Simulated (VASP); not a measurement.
Set up this calculation in VASP 6.6.1, as the native input.

| Item | Value |
| --- | --- |
| Task | single point |
| Functional | PBE |
| Potentials or basis | VASP PAW PBE potentials, release 64 (La, O, C) |
| Cutoff | 520 eV |
| k mesh | 1 × 1 × 1 |
| Occupations | fermi-dirac, width 0.01 eV |
| Spin | no spin polarisation |
| Dipole correction | no |
| Further INCAR settings | LREAL = Auto; ALGO = Normal; EDIFF = 1e-06; NBANDS = 188 |

The structure of La16CO24 (a cell with a defect) lies in POSCAR:

```
La16CO24
1.0
    7.8811453692     -0.0000000560      0.0000000000
   -3.9405726361      6.8252721287      0.0000000000
    0.0000000000      0.0000000000     12.3757188400
La O C
16 24 1
Direct
    0.3394121105      0.1886675481      0.4000868711
    0.1564546329      0.3225467974      0.1287616316
    0.3307584014      0.1694519131      0.8736505053
    0.1632438726      0.3442356135      0.6267575774
    0.3339178246      0.6822836341      0.3723038984
    0.1502116196      0.8104374311      0.0998977035
    0.3324436575      0.6639170241      0.8792739801
    0.1609530228      0.8295553120      0.6263275050
    0.8429190385      0.1630465109      0.3746831089
    0.6512296829      0.3167798501      0.1276646141
    0.8266763304      0.1654683809      0.8769855396
    0.6680477082      0.3350389719      0.6206743119
    0.8331091575      0.6763576932      0.3712624440
    0.6790247161      0.8358032623      0.1252136754
    0.8186622928      0.6547523134      0.8731564971
    0.6607281814      0.8336282270      0.6230033218
    0.3182319171      0.1405118081      0.1991684261
    0.1700637378      0.3588244721      0.3265150164
   -0.0042526690      0.0094659553     -0.0005292467
    0.3302392300      0.1724988248      0.6685870247
    0.1615542930      0.3345449568      0.8187288823
   -0.0146537432     -0.0102600467      0.5004959658
    0.3329546136      0.6624561696      0.1603503642
    0.1769692272      0.8584758980      0.3008826461
   -0.0261794828      0.4753395233      0.0027165758
    0.3305515985      0.6697555493      0.6881459633
    0.1573203396      0.8265450103      0.8311854442
    0.0193929083      0.5332250616      0.5043143841
    0.8272598414      0.1675053629      0.1836999822
    0.6699813134      0.3364160744      0.3397225291
    0.5042954997      0.0152076649     -0.0042008004
    0.8310911639      0.1694816129      0.6752662692
    0.6601774985      0.3291883910      0.8118840561
    0.4886100914     -0.0164311704      0.5042634056
    0.8106671970      0.6402196465      0.1734749246
    0.6591584496      0.8315400215      0.3160436991
    0.4854134160      0.4656608022     -0.0042619226
    0.8265652673      0.6644262479      0.6812218490
    0.6612071071      0.8295102706      0.8249077893
    0.4982325560      0.5239545555      0.4970881786
    0.1317111441     -0.0004326420      0.2500151767
```

These files were run (other wordings do the same):

INCAR

```
SYSTEM = La16CO24
ALGO = Normal ; EDIFF = 1E-6
ENCUT = 520 ; GGA = PE
ISIF = 2 ; ISMEAR = -1
LASPH = .True. ; LCHARG = .False.
LREAL = Auto ; LWAVE = .False.
NBANDS = 188 ; NELM = 100
PREC = Accurate ; SIGMA = 0.01
```

KPOINTS

```
k-points
0
Gamma
  1 1 1
  0 0 0
```

Potentials or basis: VASP PAW PBE potentials, release 64 (La, O, C).

Command:

```sh
$ cat potpaw_PBE.64/La/POTCAR potpaw_PBE.64/O/POTCAR potpaw_PBE.64/C/POTCAR > POTCAR
$ mpirun -np 1 vasp_gam > vasp.out
```

Results of the run:

| Quantity | Value |
| --- | --- |
| Pressure | 1.7 GPa |
| Largest force | 0.163 eV/Å |
| Band gap on the k mesh | 1.47 eV |

Caveat: the k points lie up to 0.92 Å⁻¹ apart; spin-orbit coupling is left out, which moves the levels of the heavy elements.

It took 8.4 min on 1 thread of AMD EPYC 7R43 64-Core Processor (Zen 3), on a shared host, peak memory 0.68 GiB.
